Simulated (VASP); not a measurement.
SnO, 4 atoms in the cell. The cell holds a slab with vacuum, 4 atoms: a = 3.871 Å, b = 3.871 Å, c = 22.328 Å, α = 90.00°, β = 90.00°, γ = 90.02°. 

| Property | Result |
| --- | --- |
| Program | VASP 6.6.1 |
| Task | single point |
| Functional | PBE |
| Dispersion | D3(BJ) |
| Potentials or basis | VASP PAW PBE potentials, release 64 (Sn_d, O) |
| Cutoff | 520 eV |
| k mesh | 9 × 9 × 1 |
| Occupations | gaussian, width 0.05 eV |
| Spin | no spin polarisation |
| Dipole correction | yes |
| Further INCAR settings | ALGO = Normal; EDIFF = 1e-06; NBANDS = 28 |

Potentials or basis: VASP PAW PBE potentials, release 64 (Sn_d, O).

The run is started by

```sh
$ cat potpaw_PBE.64/Sn_d/POTCAR potpaw_PBE.64/O/POTCAR > POTCAR
$ mpirun -np 1 vasp_std > vasp.out
```

Hardware: 1 thread of Intel(R) Xeon(R) Platinum 8259CL CPU @ 2.50GHz (Skylake/Cascade Lake), on a shared host.

Problem. Estimate the wall time of this run.

Solution. It took 8.6 min on 1 thread of Intel(R) Xeon(R) Platinum 8259CL CPU @ 2.50GHz (Skylake/Cascade Lake), with other jobs on the host, peak memory 0.47 GiB. Counts: scf iterations 21, k points 25.
